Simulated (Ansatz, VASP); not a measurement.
# P in VASP and in Ansatz

```
P
1.0
     3.26426    0.00000    0.00000
    -1.63213    2.82693    0.00000
     0.00000    0.00000   34.63780
P
4
Direct
  0.66667 0.33333 0.24043
  0.33333 0.66667 0.20469
  0.00000 0.00000 0.33698
  0.33333 0.66667 0.37271
```

Alike in both runs: functional PBE; dispersion D3(BJ); k mesh 6 × 6 × 1; occupations gaussian, width 0.1 eV; no spin polarisation.

Ansatz relaxed the structure, and its values are those at the end. VASP's run is a single point on that final structure, the one shown.

|  | VASP | Ansatz |
| --- | --- | --- |
| version | VASP 6.6.1 | Ansatz 0.2.0 |
| potentials or method | VASP PAW PBE potentials, release 64 (P), cutoff 520 eV | scalar-relativistic, plane waves, PAW |
| valence electrons in the cell | 20 | 20 |

|  | VASP | Ansatz | Ansatz less VASP |
| --- | --- | --- | --- |
| gap on the k mesh at the Fermi level (eV) | 1.24 | 1.20 | -0.040 |
| least direct gap on the mesh (eV) | 1.80 | 1.76 | -0.042 |
| rms of the force components (eV/Å) | 0.040 | 0.012 | -0.0281 |

Ansatz's warnings: slab cell height set.
